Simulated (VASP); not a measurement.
Ti2Si3: single point with PBE

Crystal: Ti2Si3.

```
CELL_PARAMETERS angstrom
5.86244 0.00000 0.00000
0.00000 5.86244 0.00000
0.00000 0.00000 5.86244
ATOMIC_POSITIONS crystal
Ti 0.25000 0.25000 0.25000
Ti 0.25000 0.75000 0.75000
Ti 0.75000 0.75000 0.25000
Ti 0.75000 0.25000 0.75000
Si 0.00000 0.50000 0.50000
Si 0.00000 0.50000 0.00000
Si 0.50000 0.00000 0.50000
Si 0.00000 0.00000 0.50000
Si 0.50000 0.00000 0.00000
Si 0.50000 0.50000 0.00000
```

The cell was generated, and may not be a known phase.

```
Program                : VASP 6.6.1
Task                   : single point
Functional             : PBE
Potentials or basis    : VASP PAW PBE potentials, release 64 (Ti_sv, Si)
Cutoff                 : 520 eV
k mesh                 : 6 × 6 × 6
Occupations            : gaussian, width 0.1 eV
Spin                   : no spin polarisation
Dipole correction      : no
Further INCAR settings : ALGO = Normal; EDIFF = 1e-07; NBANDS = 47
```

| Quantity | Value |
| --- | --- |
| Pressure | -0.1 GPa |
| Band gap on the k mesh | zero (bands 36 and 37 overlap by 0.84 eV) |

Levels at points of the mesh, in eV from the Fermi level:
```csv
k point,band 34,band 35,band 36,band 37,band 38,band 39
"(0.00, 0.00, 0.00)",-0.11,-0.11,0.01,0.01,0.01,0.25
"(0.50, 0.00, 0.00)",-1.04,-0.92,-0.92,0.66,0.66,0.66
"(0.50, 0.50, 0.00)",-1.04,-0.52,-0.52,-0.32,-0.32,0.78
"(0.50, 0.50, 0.50)",0.05,0.05,0.46,0.60,0.60,0.60
```

Run time: 6.5 min on 1 thread of Intel Xeon 8259CL, on a shared host, peak memory 0.4 GiB.
